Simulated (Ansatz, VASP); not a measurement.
## AlRu in VASP and in Ansatz

```xyz
2
Lattice="2.9825 0.0000 0.0000 0.0000 2.9825 0.0000 0.0000 0.0000 2.9825" Properties=species:S:1:pos:R:3 pbc="T T T"
Al    0.0000    0.0000    0.0000
Ru    1.4912    1.4912    1.4912
```

Alike in both runs: task relaxation of cell and atoms; functional LDA; k mesh 20 × 20 × 20; occupations gaussian, width 0.1 eV; no spin polarisation.

|  | VASP | Ansatz |
| --- | --- | --- |
| version | VASP 6.6.1 | Ansatz 0.2.0 |
| potentials or method | VASP PAW LDA potentials, release 64 (Al, Ru_pv), cutoff 600 eV | scalar-relativistic, plane waves, PAW |
| valence electrons in the cell | 17 | 19 |

```csv
,VASP,Ansatz,Ansatz less VASP
"gap on the k mesh at the Fermi level, each at its own relaxed structure (eV)",none,none,-
relaxed volume (Å³/atom),12.92,12.88,-0.031
relaxed length of the cell vector where the two differ most in proportion (Å),2.956,2.954,-0.0023
```

Ansatz warns that its potentials were made for another functional, while VASP's fit it. LDA's correlation is that of Perdew and Zunger in VASP and of Perdew and Wang (1992) in Ansatz. A gap of «none» marks a metal or a gap that the smearing closes. VASP's potentials hold 17 valence electrons a cell and Ansatz's 19, so a difference there can come from the potentials and not from the codes.
